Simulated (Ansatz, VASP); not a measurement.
# BaTe in VASP and in Ansatz

INCAR

```
SYSTEM = BaTe
PREC = Accurate ; ENCUT = 520
EDIFF = 1E-6 ; ISMEAR = 0
SIGMA = 0.05 ; LREAL = .False.
LASPH = .True. ; NELM = 80
ALGO = Normal ; ISIF = 2
LWAVE = .False. ; LCHARG = .True.
GGA = PE ; LELF = .True.
LVHAR = .True. ; NBANDS = 15
```

The input KPOINTS:

```
Automatic mesh
0
Gamma
  6 6 6
  0 0 0
```

File POSCAR:

```
BaTe
1.0
    4.0493427000      0.0000000000      0.0000000000
    0.0000000000      4.0493427000      0.0000000000
    0.0000000000      0.0000000000      4.3690276500
Ba Te
1 1
Direct
    0.0000000000      0.0000000000      0.0000000000
    0.5000000000      0.5000000000      0.5000000000
```

Input for Ansatz:

```yaml
crystal:
  lattice:
    - [4.0493427, 0.0, 0.0]
    - [0.0, 4.0493427, 0.0]
    - [0.0, 0.0, 4.36902765]
  atoms:
    - { symbol: Ba, position: [0.0, 0.0, 0.0] }
    - { symbol: Te, position: [0.5, 0.5, 0.5] }
basis:
  ecutwfc: 420
kpoints:
  mp_grid: { grid: [6, 6, 6] }
hamiltonian:
  xc: pbe
scf:
  occupations: { method: gaussian, width: 0.05 }
output:
  forces: true
  stress: true
  eigenvalues: true
```

Change from the starting cell: strain -0.050 along x and y, +0.025 along z, atoms carried along.

Alike in both runs: task single point; functional PBE; k mesh 6 × 6 × 6; occupations gaussian, width 0.05 eV; no spin polarisation.

|  | VASP | Ansatz |
| --- | --- | --- |
| version | VASP 6.6.1 | Ansatz 0.2.0 |
| potentials or method | VASP PAW PBE potentials, release 64 (Ba_sv, Te), cutoff 520 eV | scalar-relativistic, plane waves, PAW |
| valence electrons in the cell | 16 | 26 |

Ansatz gave:

```
gap on the k mesh at the Fermi level (eV)                     : 0.34
least direct gap on the mesh (eV)                             : 0.68
pressure (GPa)                                                : 2.4
traceless stress, the component that is largest in VASP (GPa) : -3.83
```

Q: Estimate VASP's values.

A: gap on the k mesh at the Fermi level (eV): 0.23; least direct gap on the mesh (eV): 0.56; pressure (GPa): 3.0; traceless stress, the component that is largest in VASP (GPa): -3.85.

With one functional, cell and mesh, what is left measures potentials, basis and numerics. VASP's potentials hold 16 valence electrons a cell and Ansatz's 26, so a difference there can come from the potentials and not from the codes.

Neither program's run includes spin-orbit coupling.
